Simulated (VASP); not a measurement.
Write the native input for VASP 6.6.1 that does the following.

```yaml
Task: electric field gradients
Functional: LDA
Potentials_or_basis: VASP PAW LDA potentials, release 64 (Ta_pv, N)
Cutoff: 520 eV
k_mesh: 12 × 12 × 10
Occupations: fermi-dirac, width 0.02 eV
Spin: no spin polarisation
Dipole_correction: no
Further_INCAR_settings: ALGO = Normal; EDIFF = 1e-08; NBANDS = 15
```

The structure of TaN lies in POSCAR:

```
TaN
1.0
    2.9379988584     -0.0146899943     -0.0146899943
   -1.4817213374      2.5517266448     -0.0053769111
   -0.0144150000     -0.0144150000      2.8830000000
Ta N
1 1
Direct
    0.3333333333      0.6666666667      0.5000000000
    0.0000000000      0.0000000000      0.0000000000
```

This cell differs from its parent crystal: equal xy, yz and zx shear strains of -1 %.

The input as run:

INCAR

```
PREC = Accurate
ENCUT = 520
EDIFF = 1E-8
ISMEAR = -1
SIGMA = 0.02
LREAL = False
LASPH = True
NELM = 100
ALGO = Normal
ISIF = 2
LWAVE = False
LCHARG = False
GGA = CA
LEFG = True
NBANDS = 15
```

KPOINTS

```
regular mesh
0
Gamma
  12 12 10
```

Potentials or basis: VASP PAW LDA potentials, release 64 (Ta_pv, N).

Command:

```bash
$ cat potpaw_LDA.64/Ta_pv/POTCAR potpaw_LDA.64/N/POTCAR > POTCAR
$ mpirun -np 1 vasp_std > vasp.out
```

Results of the run:

* Pressure: -9.7 GPa
* Largest force: 0.018 eV/Å
* Band gap on the k mesh: zero (band 8 reaches 8.41 eV, above the bottom of band 9 at 8.09 eV)

Caveat: the cell differs from its parent crystal (equal xy, yz and zx shear strains of -1 %); without QUAD_EFG the Cq values of the log hold for a quadrupole moment of 1 mb, not for the nuclei; spin-orbit coupling is left out, which moves the levels of the heavy elements.

It took 110 s on 1 thread of Intel Xeon 6975P-C, with other jobs on the host, peak memory 0.33 GiB.
